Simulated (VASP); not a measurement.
# V in VASP: notebook

V is run at these levels: PBEsol; tasks: single point.

Everything below comes from runs of VASP 6.6.1. Logs are shortened: lines on timing, memory, paths and dates and some standing lists are left out, and cuts for length are marked.

### Step 1. The cell of the first run

The cell holds a slab with vacuum, 7 atoms: a = 3.020 Å, b = 2.615 Å, c = 28.813 Å, α = 90.00°, β = 90.00°, γ = 54.74°.

### Step 2. Single point, PBEsol

File INCAR:

```
SYSTEM = V
  PREC = Accurate
  ENCUT = 520
  EDIFF = 1E-6
  ISMEAR = 1
  SIGMA = 0.1
  LREAL = .FALSE.
  LASPH = .TRUE.
  NELM = 60
  ALGO = Normal
  ISIF = 2
  LWAVE = .FALSE.
  LCHARG = .FALSE.
  LDIPOL = .TRUE.
  IDIPOL = 3
  DIPOL = 0.5 0.5 0.500
  GGA = PS
  NBANDS = 54
```

File KPOINTS:

```
Automatic mesh
0
G
  15 15 1
  0 0 0
```

File POSCAR:

```
V
1.0
    3.0200000000      0.0000000000      0.0000000000
    1.5100000000      2.1354624790      0.0000000000
    0.0000000000      0.0000000000     28.8127748750
V
7
Direct
    0.0000000000      0.0000000000      0.2930283995
    0.5000000000      0.0000000000      0.3590754064
    0.0000000000      0.0000000000      0.4304261444
    0.5000000000      0.0000000000      0.5000000114
    0.0000000000      0.0000000000      0.5695738637
    0.5000000000      0.0000000000      0.6409245867
    0.0000000000      0.0000000000      0.7069715878
```

Potentials or basis: VASP PAW PBE potentials, release 64 (V_sv).

Launch:

```sh
$ cat potpaw_PBE.64/V_sv/POTCAR > POTCAR
$ mpirun -np 1 vasp_std > vasp.out
```

OUTCAR:

```text
SYSTEM = V
   PREC = Accurate
   ENCUT = 520
   EDIFF = 1E-6
   ISMEAR = 1
   LREAL = .FALSE.
   LASPH = .TRUE.
   NELM = 60
   ISIF = 2
   GGA = PS

 ion  position               nearest neighbor table
   1  0.000  0.000  0.293-   2 2.43   2 2.43   2 2.86   2 2.86
   2  0.500  0.000  0.359-   1 2.43   1 2.43   3 2.55   3 2.55   1 2.86   1 2.86
   3  0.000  0.000  0.430-   4 2.51   4 2.51   2 2.55   2 2.55
   4  0.500  0.000  0.500-   5 2.51   5 2.51   3 2.51   3 2.51
   5  0.000  0.000  0.570-   4 2.51   4 2.51   6 2.55   6 2.55
   6  0.500  0.000  0.641-   7 2.43   7 2.43   5 2.55   5 2.55   7 2.86   7 2.86
   7  0.000  0.000  0.707-   6 2.43   6 2.43   6 2.86   6 2.86

  LATTYP: Found a base centered orthorhombic cell.
 ALAT       =     3.0200000000
 B/A-ratio  =     1.4142135623
 C/A-ratio  =     9.5406539321

  Lattice vectors:

 A1 = (   1.5100000000,  -2.1354624790,   0.0000000000)
 A2 = (   1.5100000000,   2.1354624790,   0.0000000000)
 A3 = (   0.0000000000,   0.0000000000,  28.8127748750)

Analysis of symmetry for initial positions (statically):
=====================================================================
 Subroutine PRICEL returns:
 Original cell was already a primitive cell.

 Routine SETGRP: Setting up the symmetry group for a
 base centered orthorhombic supercell.

 Subroutine GETGRP returns: Found  8 space group operations
 (whereof  8 operations were pure point group operations)
 out of a pool of  8 trial point group operations.

The static configuration has the point symmetry D_2h.

Analysis of symmetry for dynamics (positions and initial velocities):
=====================================================================
 Subroutine PRICEL returns:
 Original cell was already a primitive cell.

 Routine SETGRP: Setting up the symmetry group for a
 base centered orthorhombic supercell.

 Subroutine GETGRP returns: Found  8 space group operations
 (whereof  8 operations were pure point group operations)
 out of a pool of  8 trial point group operations.

The dynamic configuration has the point symmetry D_2h.

 Subroutine INISYM returns: Found  8 space group operations
 (whereof  8 operations are pure point group operations),
 and found     1 'primitive' translations

----------------------------------------------------------------------------------------

                                     Primitive cell

  volume of cell :     185.8164

  direct lattice vectors                    reciprocal lattice vectors
     3.020000000  0.000000000  0.000000000     0.331125828 -0.234141318  0.000000000
     1.510000000  2.135462479  0.000000000     0.000000000  0.468282637  0.000000000
     0.000000000  0.000000000 28.812774875     0.000000000  0.000000000  0.034706827

  length of vectors
     3.020000000  2.615396719 28.812774875     0.405544659  0.468282637  0.034706827

  position of ions in fractional coordinates (direct lattice)
     0.000000000  0.000000000  0.293028400
     0.500000000  0.000000000  0.359075406
     0.000000000  0.000000000  0.430426144
     0.500000000  0.000000000  0.500000011
     0.000000000  0.000000000  0.569573864
     0.500000000  0.000000000  0.640924587
     0.000000000  0.000000000  0.706971588

  ion indices of the primitive-cell ions
   primitive index   ion index
                 1           1
                 2           2
                 3           3
                 4           4
                 5           5
                 6           6
                 7           7

----------------------------------------------------------------------------------------

 KPOINTS: Automatic mesh

Automatic generation of k-mesh.
 Grid dimensions read from file:
 generate k-points for:   15   15    1

 Generating k-lattice:

  Cartesian coordinates                     Fractional coordinates (reciprocal lattice)
     0.022075055 -0.015609421  0.000000000     0.066666667  0.000000000  0.000000000
     0.000000000  0.031218842  0.000000000     0.000000000  0.066666667  0.000000000
     0.000000000  0.000000000  0.034706827     0.000000000  0.000000000  1.000000000

  Length of vectors
     0.027036311  0.031218842  0.034706827

  Shift w.r.t. Gamma in fractional coordinates (k-lattice)
     0.000000000  0.000000000  0.000000000

 Subroutine IBZKPT returns following result:
 ===========================================

 Found     64 irreducible k-points:

 Following reciprocal coordinates:
            Coordinates               Weight
  0.000000  0.000000  0.000000      1.000000
  0.066667  0.000000  0.000000      4.000000
  0.133333  0.000000  0.000000      4.000000
  0.200000  0.000000  0.000000      4.000000
  0.266667  0.000000  0.000000      4.000000
  0.333333  0.000000  0.000000      4.000000
[... 16 lines left out ...]
  0.000000  0.133333  0.000000      2.000000
  0.266667  0.133333  0.000000      2.000000
 [... further k-points ...]
   k-points           NKPTS =     64   k-points in BZ     NKDIM =     64   number of bands    NBANDS=     54
   number of dos      NEDOS =    301   number of ions     NIONS =      7
   total plane-waves  NPLWV = 103680
   dimension x,y,z NGX =    24 NGY =   20 NGZ =  216
   dimension x,y,z NGXF=    48 NGYF=   40 NGZF=  432
   ions per type =               7
   NGX,Y,Z   is equivalent  to a cutoff of  13.21, 12.71, 12.46 a.u.
   NGXF,Y,Z  is equivalent  to a cutoff of  26.42, 25.43, 24.93 a.u.
 SYSTEM =  V
   PREC   = accura    normal or accurate (medium, high low for compatibility)
   ISTART =      0    job   : 0-new  1-cont  2-samecut
   ICHARG =      2    charge: 1-file 2-atom 10-const
   ISPIN  =      1    spin polarized calculation?
   LNONCOLLINEAR =      F non collinear calculations
   LSORBIT =      F    spin-orbit coupling
   LASPH  =      T    aspherical Exc in radial PAW
   ENCUT  =  520.0 eV  38.22 Ry    6.18 a.u.   5.62  4.86 53.57*2*pi/ulx,y,z
   NELM   =     60;   NELMIN=  2; NELMDL= -5     # of ELM steps
   EDIFF  = 0.1E-05   stopping-criterion for ELM
   LREAL  =      F    real-space projection
   EDIFFG = 0.1E-04   stopping-criterion for IOM
   NSW    =      0    number of steps for IOM
   IBRION =     -1    ionic relax: 0-MD 1-quasi-New 2-CG
   NFREE  =      0    steps in history (QN), initial steepest desc. (CG)
   ISIF   =      2    stress and relaxation
   ISYM   =      2    0-nonsym 1-usesym 2-fastsym
   POTIM  = 0.5000    time-step for ionic-motion
   TEBEG  =    0.0;   TEEND  =   0.0 temperature during run
   PSTRESS=    0.0 pullay stress
   NELECT =      91.0000    total number of electrons
   NUPDOWN=      -1.0000    fix difference up-down
   EMIN   =  10.00;   EMAX   =-10.00  energy-range for DOS
   EFERMI =   0.00;   METHOD = LEGACY
   ISMEAR =     1;   SIGMA  =   0.10  broadening in eV -4-tet -1-fermi 0-gaus
   EFERMI_NEDOS =   21; number of points for ismear=-14 and -15
   IALGO  =     38    algorithm
   IMIX   =      4    mixing-type and parameters
     AMIX     =   0.40;   BMIX     =  1.00
     AMIX_MAG =   1.60;   BMIX_MAG =  1.00
  volume/ion in A,a.u.               =      26.55       179.14
  Fermi-wavevector in a.u.,A,eV,Ry     =   1.290409  2.438519 22.655806  1.665155
  Thomas-Fermi vector in A             =   2.422242
   LORBIT       =      0    0 simple, 1 ext, 2 COOP (PROOUT), +10 PAW based schemes
   GGA     = PS    functional components
   LHFCALC =     F    Hartree Fock is set to
   AEXX    =    0.0000 exact exchange contribution
   IVDW    =     0    specifies the selected vdW correction
   LEPSILON=     F    determine dielectric tensor
   LRPA    =     F    only Hartree local field effects (RPA)
 non-spin polarized calculation
 Methfessel and Paxton  Order N= 1 SIGMA  =   0.10
  energy-cutoff  :      520.00
  volume of cell :      185.82
 maximum number of plane-waves:      5065
   NGX = 11   NGY =  9   NGZ =107

 dipolmoment           0.000000      0.000000     -0.000000 electrons x Angstroem

 number of electron      90.9999991 magnetization

 dipolmoment           0.000000      0.000000      0.000000 electrons x Angstroem

 Free energy of the ion-electron system (eV)
  ---------------------------------------------------
  ext. energy  EPLUGINS =         0.00000000
  ---------------------------------------------------
  free energy    TOTEN  =       -65.30316444 eV

  energy without entropy =      -65.30387629  energy(sigma->0) =      -65.30340172

 E-fermi :   2.6477     XC(G=0):  -7.2203

 val. band max:        2.6430444422   @ k =  -0.3333   0.2000   0.0000
 cond. band min:       2.6496444878   @ k =   0.3333   0.1333   0.0000
 fundamental gap:      0.0066000456
 Fermi energy:         2.6476904993

 k-point     1 :       0.0000    0.0000    0.0000
  band No.  band energies     occupation
      1     -60.9490      2.00000
      2     -60.9487      2.00000
      3     -60.7678      2.00000
      4     -60.7241      2.00000
      5     -60.6459      2.00000
      6     -60.6101      2.00000
[... 46 lines left out ...]
     53       4.5931     -0.00000
     54       4.6164     -0.00000

 k-point     2 :       0.0667    0.0000    0.0000
  band No.  band energies     occupation
      1     -60.9433      2.00000
      2     -60.9431      2.00000
      3     -60.7618      2.00000
      4     -60.7197      2.00000
      5     -60.6431      2.00000
      6     -60.6080      2.00000
[... 46 lines left out ...]
     53       4.2849     -0.00000
     54       4.5010     -0.00000

 k-point     3 :       0.1333    0.0000    0.0000
  band No.  band energies     occupation
      1     -60.9271      2.00000
      2     -60.9269      2.00000
      3     -60.7447      2.00000
      4     -60.7072      2.00000
      5     -60.6351      2.00000
      6     -60.6025      2.00000
[... 46 lines left out ...]
     53       4.0695     -0.00000
     54       4.4315     -0.00000
[... 1084 lines left out ...]
 k-point    23 :       0.0000    0.1333    0.0000
  band No.  band energies     occupation
      1     -60.9195      2.00000
      2     -60.9193      2.00000
      3     -60.7375      2.00000
      4     -60.6972      2.00000
      5     -60.6224      2.00000
      6     -60.5885      2.00000
[... 46 lines left out ...]
     53       3.7248     -0.00000
     54       3.7281     -0.00000

 k-point    24 :       0.2667    0.1333    0.0000
  band No.  band energies     occupation
      1     -60.8951      2.00000
      2     -60.8951      2.00000
      3     -60.7087      2.00000
      4     -60.6845      2.00000
      5     -60.6260      2.00000
      6     -60.6009      2.00000
[... 46 lines left out ...]
     53       4.2799     -0.00000
     54       4.3379     -0.00000

 [... further k-points ...]

------------------------ aborting loop because EDIFF is reached ----------------------------------------

 vacuum level on the upper side and lower side of the slab       (xc-potential included)        -0.180        -0.180

  FORCE on cell =-STRESS in cart. coord.  units (eV):
  Direction    XX          YY          ZZ          XY          YZ          ZX
  --------------------------------------------------------------------------------------
  -------------------------------------------------------------------------------------
  Total       -3.0645409     -3.2343310      0.1569631     -0.0000000      0.0000000      0.0000000
  in kB      -26.4236023    -27.8875952      1.3533940     -0.0000000      0.0000000      0.0000000
  external PRESSURE =     -17.6526012 kB  Pullay stress =       0.0000000 kB

 VOLUME and BASIS-vectors are now :
 -----------------------------------------------------------------------------
  energy-cutoff  :      520.00
  volume of cell :      185.82
      direct lattice vectors                 reciprocal lattice vectors
     3.020000000  0.000000000  0.000000000     0.331125828 -0.234141318  0.000000000
     1.510000000  2.135462479  0.000000000     0.000000000  0.468282637  0.000000000
     0.000000000  0.000000000 28.812774875     0.000000000  0.000000000  0.034706827

 POSITION                                       TOTAL-FORCE (eV/Angst)
 -----------------------------------------------------------------------------------
      0.00000      0.00000      8.44296         0.000000      0.000000     -0.030626
      1.51000      0.00000     10.34596        -0.000000      0.000000      0.020999
      0.00000      0.00000     12.40177         0.000000      0.000000      0.003198
      1.51000      0.00000     14.40639        -0.000000      0.000000     -0.000000
      0.00000      0.00000     16.41100        -0.000000      0.000000     -0.003198
      1.51000      0.00000     18.46682        -0.000000      0.000000     -0.020999
      0.00000      0.00000     20.36981         0.000000     -0.000000      0.030626
 -----------------------------------------------------------------------------------
    total drift:                                0.000000     -0.000000     -0.000000

  FREE ENERGIE OF THE ION-ELECTRON SYSTEM (eV)
  ---------------------------------------------------
  free  energy   TOTEN  =       -65.3031644424 eV

  energy  without entropy=      -65.3038762880  energy(sigma->0) =      -65.30340172

 vacuum level on the upper side and lower side of the slab         7.242         7.242
```

It took 32 min on 1 thread of Intel Xeon Platinum 8259CL at 2.50GHz (Skylake/Cascade Lake), shared host; peak memory 0.57 GiB.

Results:

| Item | Value |
| --- | --- |
| Free energy | -65.3032 eV |
| Largest force | 0.031 eV/Å |
| Band gap on the k mesh | zero (an odd number of electrons rules out a gap without spin polarisation) |

Forces on the atoms (eV/Å):
```
V    0.000  0.000 -0.031
V    0.000  0.000  0.021
V    0.000  0.000  0.003
V    0.000  0.000  0.000
V    0.000  0.000 -0.003
V    0.000  0.000 -0.021
V    0.000  0.000  0.031
```

Levels at points of the mesh, in eV from the Fermi level:
```csv
k point,band 43,band 44,band 45,band 46,band 47,band 48
"(0.00, 0.00, 0.00)",0.09,0.32,0.37,0.37,0.37,0.54
```

Caveat: the PAW data sets were made with another functional, which shifts forces and pressure a little.

### Step 3. Single point, PBEsol

This run uses another cell than the first one.

File INCAR:

```
PREC     = Accurate       # precision mode
ENCUT    = 520            # plane-wave cutoff, eV
EDIFF    = 1E-6           # SCF threshold, eV
ISMEAR   = 1              # smearing method
SIGMA    = 0.1            # smearing width, eV
LREAL    = F              # projectors in reciprocal space
LASPH    = T              # aspherical terms in the spheres
NELM     = 60             # most SCF steps
ALGO     = Normal         # electronic algorithm
ISIF     = 2              # what is computed and relaxed
LWAVE    = F              # write WAVECAR
LCHARG   = F              # write CHGCAR
LDIPOL   = T            
IDIPOL   = 3            
DIPOL    = 0.5 0.5 0.500
GGA      = PS             # functional
NBANDS   = 54             # bands
```

File KPOINTS:

```
Automatic mesh
0
Gamma
  16 16 1
```

File POSCAR:

```
V
1.0
    2.9582124030      0.0000000000      0.0000000000
    1.4791062010      2.0917720500      0.0000000000
    0.0000000000      0.0000000000     36.5506323010
V
7
Direct
    0.0000000000      0.0000000000      0.3283116938
    0.5000000000      0.0000000000      0.3855411292
    0.0000000000      0.0000000000      0.4427705646
    0.5000000000      0.0000000000      0.5000000000
    0.0000000000      0.0000000000      0.5572294354
    0.5000000000      0.0000000000      0.6144588708
    0.0000000000      0.0000000000      0.6716883062
```

Potentials or basis: VASP PAW PBE potentials, release 64 (V_sv).

Launch:

```sh
$ cat potpaw_PBE.64/V_sv/POTCAR > POTCAR
$ mpirun -np 1 vasp_std > vasp.out
```

OUTCAR:

```text
PREC = Accurate
   ENCUT = 520
   EDIFF = 1E-6
   ISMEAR = 1
   LREAL = F
   LASPH = T
   NELM = 60
   ISIF = 2
   GGA = PS

 ion  position               nearest neighbor table
   1  0.000  0.000  0.328-   2 2.56   2 2.56
   2  0.500  0.000  0.386-   1 2.56   1 2.56   3 2.56   3 2.56
   3  0.000  0.000  0.443-   4 2.56   4 2.56   2 2.56   2 2.56
   4  0.500  0.000  0.500-   3 2.56   3 2.56   5 2.56   5 2.56
   5  0.000  0.000  0.557-   6 2.56   6 2.56   4 2.56   4 2.56
   6  0.500  0.000  0.614-   5 2.56   7 2.56   5 2.56   7 2.56
   7  0.000  0.000  0.672-   6 2.56   6 2.56
[... 1586 lines left out ...]
  Total       -2.2965259     -4.1595786     -2.0831503      0.0000000      0.0000000      0.0000000
  in kB      -16.2683431    -29.4660088    -14.7568132      0.0000000      0.0000000      0.0000000
  external PRESSURE =     -20.1637217 kB  Pullay stress =       0.0000000 kB

 VOLUME and BASIS-vectors are now :
 -----------------------------------------------------------------------------
  energy-cutoff  :      520.00
  volume of cell :      226.17
      direct lattice vectors                 reciprocal lattice vectors
     2.958212403  0.000000000  0.000000000     0.338041987 -0.239031782  0.000000000
     1.479106201  2.091772050  0.000000000     0.000000000  0.478063563  0.000000000
     0.000000000  0.000000000 36.550632301     0.000000000  0.000000000  0.027359308

 POSITION                                       TOTAL-FORCE (eV/Angst)
 -----------------------------------------------------------------------------------
      0.00000      0.00000     12.00000         0.000000     -0.000000      0.423266
      1.47911      0.00000     14.09177        -0.000000      0.000000     -0.356694
      0.00000      0.00000     16.18354         0.000000      0.000000     -0.059800
      1.47911      0.00000     18.27532        -0.000000      0.000000      0.000000
      0.00000      0.00000     20.36709         0.000000      0.000000      0.059800
      1.47911      0.00000     22.45886         0.000000      0.000000      0.356694
      0.00000      0.00000     24.55063        -0.000000      0.000000     -0.423266
 -----------------------------------------------------------------------------------
    total drift:                                0.000000     -0.000000     -0.000000

  FREE ENERGIE OF THE ION-ELECTRON SYSTEM (eV)
  ---------------------------------------------------
  free  energy   TOTEN  =       -65.3327222661 eV

  energy  without entropy=      -65.3360120920  energy(sigma->0) =      -65.33381887

 vacuum level on the upper side and lower side of the slab         5.944         5.944
```

OSZICAR:

```text
N       E                     dE             d eps       ncg     rms          rms(c)
DAV:   1     0.142683437863E+04    0.14268E+04   -0.58216E+04  8916   0.167E+03
DAV:   2    -0.292675655002E+01   -0.14298E+04   -0.14098E+04  7902   0.595E+02
DAV:   3    -0.769380183385E+02   -0.74011E+02   -0.71741E+02 10962   0.155E+02
[... 28 lines left out ...]
DAV:  32    -0.653327006224E+02   -0.24220E-04   -0.35175E-06  6690   0.111E-02    0.326E-03
DAV:  33    -0.653327138212E+02   -0.13199E-04   -0.12981E-06  5446   0.365E-03    0.181E-03
DAV:  34    -0.653327200349E+02   -0.62136E-05   -0.77169E-07  5382   0.291E-03    0.162E-03
DAV:  35    -0.653327214145E+02   -0.13796E-05   -0.16554E-07  5036   0.234E-03    0.798E-04
DAV:  36    -0.653327222661E+02   -0.85159E-06   -0.87071E-08  4924   0.133E-03
   1 F= -.65332722E+02 E0= -.65333819E+02  d E =0.328983E-02
```

stdout:

```text
POSCAR found type information on POSCAR V
 POSCAR found :  1 types and       7 ions
 scaLAPACK will be used
 -----------------------------------------------------------------------------
|                                                                             |
|                                                                             |
|     You enforced a specific xc type in the INCAR file but a different       |
|     I HOPE YOU KNOW WHAT YOU ARE DOING!                                     |
|                                                                             |
 -----------------------------------------------------------------------------

 LDA part: xc-table for (Slater+PW92), standard interpolation
 POSCAR, INCAR and KPOINTS ok, starting setup
 FFT: planning ... GRIDC
 FFT: planning ... GRID_SOFT
 FFT: planning ... GRID
 WAVECAR not read
 entering main loop
```

It took 64 min on 1 thread of Oxide Virtual Turin-like, shared host; peak memory 0.7 GiB.

What came out:

```yaml
Free_energy: -65.3327 eV
Largest_force: 0.423 eV/Å
Band_gap_on_the_k_mesh: zero (an odd number of electrons rules out a gap without spin polarisation)
```

Forces in eV/Å, atoms in the order of the input:
```
V    0.000  0.000  0.423
V    0.000  0.000 -0.357
V    0.000  0.000 -0.060
V    0.000  0.000  0.000
V    0.000  0.000  0.060
V    0.000  0.000  0.357
V    0.000  0.000 -0.423
```

Caveat: the PAW data sets were made with another functional, which shifts forces and pressure a little.
